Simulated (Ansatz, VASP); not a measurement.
# One calculation of Ge, two programs

```
Ge
1.0
     4.02269    0.00000    0.00000
    -2.01134    3.48375    0.00000
     0.00000    0.00000   18.86852
Ge
4
Direct
  0.33333 0.66667 0.27476
  0.66667 0.33333 0.23849
  0.66667 0.22222 0.53626
  0.00000 0.88889 0.50000
```

Alike in both runs: task single point; functional PBE; dispersion D3(BJ); k mesh 9 × 9 × 1; occupations gaussian, width 0.1 eV; no spin polarisation.

```csv
,VASP,Ansatz
version,VASP 6.6.1,Ansatz 0.2.0
potentials or method,"VASP PAW PBE potentials, release 64 (Ge_d), cutoff 520 eV","scalar-relativistic, plane waves, PAW"
valence electrons in the cell,56,56
```

|  | VASP | Ansatz | Ansatz less VASP |
| --- | --- | --- | --- |
| gap on the k mesh at the Fermi level (eV) | 0.15 | 0.15 | 0.000 |
| least direct gap on the mesh (eV) | 0.15 | 0.15 | 0.000 |
| rms of the force components (eV/Å) | 0.043 | 0.044 | +0.0003 |

Atom by atom the forces differ by 0.001 eV/Å (rms over components).
